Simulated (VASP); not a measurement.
Wanted: the native input for a VASP 6.6.1 run.

- Task: single point
- Functional: PBE
- Potentials or basis: VASP PAW PBE potentials, release 64 (P)
- Cutoff: 520 eV
- k mesh: 8 × 1 × 6
- Occupations: gaussian, width 0.05 eV
- Spin: no spin polarisation
- Dipole correction: no
- Further INCAR settings: ALGO = Normal; EDIFF = 1e-07; NBANDS = 18

The structure of P lies in POSCAR:

```
P
1.0
    3.2837277200      0.0000000000      0.0000000000
    0.0000000000     34.8570309900      0.0000000000
    0.0000000000      0.0000000000      4.6320847100
P
4
Direct
    0.0000000000      0.9702614300      0.5921507200
    0.0000000000      0.0297385700      0.4078492800
    0.5000000000      0.0297385700      0.0921507200
    0.5000000000      0.9702614300      0.9078492800
```

One way to write it, as run:

INCAR

```
PREC = Accurate
ENCUT = 520
EDIFF = 1E-7
ISMEAR = 0
SIGMA = 0.05
LREAL = F
LASPH = T
NELM = 60
ALGO = Normal
ISIF = 2
LWAVE = F
LCHARG = F
GGA = PE
NBANDS = 18
```

KPOINTS

```
regular mesh
0
Gamma
  8 1 6
```

Potentials or basis: VASP PAW PBE potentials, release 64 (P).

Launch:

```sh
$ cat potpaw_PBE.64/P/POTCAR > POTCAR
$ mpirun -np 1 vasp_std > vasp.out
```

Results of the run:

| Property | Result |
| --- | --- |
| Largest force | 0.309 eV/Å |
| Band gap on the k mesh | 0.94 eV, direct |

It took 5.7 min on 1 thread of AMD EPYC 7R43 64-Core Processor (Zen 3), with other jobs on the host, peak memory 0.51 GiB.
